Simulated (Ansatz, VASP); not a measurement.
Ag in VASP and in Ansatz

```xyz
1
Lattice="0.0000 2.0287 2.0287 2.0287 0.0000 2.0287 2.0287 2.0287 0.0000" Properties=species:S:1:pos:R:3 pbc="T T T"
Ag    0.0000    0.0000    0.0000
```

Alike in both runs: task relaxation of cell and atoms; functional PBEsol; k mesh 18 × 18 × 18; occupations gaussian, width 0.1 eV; no spin polarisation.

|  | VASP | Ansatz |
| --- | --- | --- |
| version | VASP 6.6.1 | Ansatz 0.2.0 |
| potentials or method | VASP PAW PBE potentials, release 64 (Ag), cutoff 600 eV | scalar-relativistic, plane waves, PAW |
| valence electrons in the cell | 11 | 19 |

```tsv
	VASP	Ansatz	Ansatz less VASP
gap on the k mesh at the Fermi level, each at its own relaxed structure (eV)	none	none	-
relaxed volume (Å³/atom)	16.63	16.66	+0.033
relaxed cell length with the largest relative difference (Å)	2.865	2.867	+0.0019
```

VASP's potentials were made for PBE, not for PBEsol. A gap of «none» marks a metal or a gap that the smearing closes. VASP's potentials hold 11 valence electrons a cell and Ansatz's 19, so a difference there can come from the potentials and not from the codes.
